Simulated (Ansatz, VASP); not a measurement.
# Two plane-wave programs on BN

```
B N
1.0
     2.50439    0.00000    0.00000
    -1.25220    2.16887    0.00000
     0.00000    0.00000    7.03925
B N
2 2
Direct
  0.33333 0.66667 0.25000
  0.66667 0.33333 0.75000
  0.33333 0.66667 0.75000
  0.66667 0.33333 0.25000
```

Alike in both runs: functional PBEsol; k mesh 12 × 12 × 4; no spin polarisation.

Ansatz relaxed the structure, and its values are those at the end. VASP's run is a single point on that final structure, the one shown.

```csv
,VASP,Ansatz
version,VASP 6.6.1,Ansatz 0.2.0
potentials or method,"VASP PAW PBE potentials, release 64 (B, N), cutoff 520 eV","plane waves, PAW"
occupations,"methfessel-paxton of order 1, width 0.05 eV","cold, width 0.05 eV"
valence electrons in the cell,16,16
```

VASP gave:

- pressure (GPa): 0.3

**Question.** Estimate Ansatz's values.

**Answer.** Pressure (GPa): 0.0.

VASP's potentials were made for PBE, not for PBEsol.
